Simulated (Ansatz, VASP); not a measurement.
**Two plane-wave programs on GaAs**

File INCAR:

```
SYSTEM = GaAs
PREC = Accurate
ENCUT = 520
EDIFF = 1E-7
ISMEAR = -1
SIGMA = 0.02
LREAL = .False.
LASPH = .True.
NELM = 80
ALGO = Normal
ISIF = 2
LWAVE = .False.
LCHARG = .True.
LDIPOL = .True.
IDIPOL = 3
DIPOL = 0.5 0.5 0.500
GGA = PE
LELF = .True.
LVHAR = .True.
LVACPOTAV = .True.
NBANDS = 26
```

File KPOINTS:

```
regular mesh
0
Gamma
  8 5 1
  0 0 0
```

The input POSCAR:

```
GaAs
1.0
    4.0620561046      0.0000000000      0.0000000000
    0.0000000000      5.7446148342      0.0000000000
    0.0000000000      0.0000000000     18.0310000000
Ga As
2 2
Direct
    0.0000000000      0.8750000000      0.4436795504
    0.5000000000      0.3750000000      0.5563204496
    0.5000000000      0.6250000000      0.4436795504
    0.0000000000      0.1250000000      0.5563204496
```

Input for Ansatz:

```yaml
crystal:
  lattice:
    - [4.0620561046, 0.0, 0.0]
    - [0.0, 5.7446148342, 0.0]
    - [0.0, 0.0, 18.031]
  atoms:
    - { symbol: Ga, position: [0.0, 0.875, 0.4436795504] }
    - { symbol: As, position: [0.5, 0.625, 0.4436795504] }
    - { symbol: Ga, position: [0.5, 0.375, 0.5563204496] }
    - { symbol: As, position: [0.0, 0.125, 0.5563204496] }
kpoints:
  mp_grid: { grid: [8, 5, 1] }
scf:
  occupations: { method: fermi_dirac, width: 0.02 }
hamiltonian:
  xc: pbe
  pseudopotentials: { kind: paw }
output:
  forces: true
  stress: true
  eigenvalues: true
  populations: true
efield:
  axis: 3
  amplitude: 0
  dipole_correction: true
```

Alike in both runs: task single point; functional PBE; k mesh 8 × 5 × 1; occupations fermi-dirac, width 0.02 eV; no spin polarisation.

```csv
,VASP,Ansatz
version,VASP 6.6.1,Ansatz 0.2.0
potentials or method,"VASP PAW PBE potentials, release 64 (Ga_d, As)","PAW with Ansatz's default frozen-core files, scalar-relativistic"
plane-wave cutoff (eV),520,420
valence electrons in the cell,36,56
```

```csv
,VASP,Ansatz,Ansatz less VASP
gap on the k mesh at the Fermi level (eV),0.89,0.89,+0.006
rms of the force components (eV/Å),0.457,0.464,+0.0072
```

With one functional, cell and mesh, what is left measures potentials, basis and numerics. VASP's potentials hold 36 valence electrons a cell and Ansatz's 56, so a difference there can come from the potentials and not from the codes.
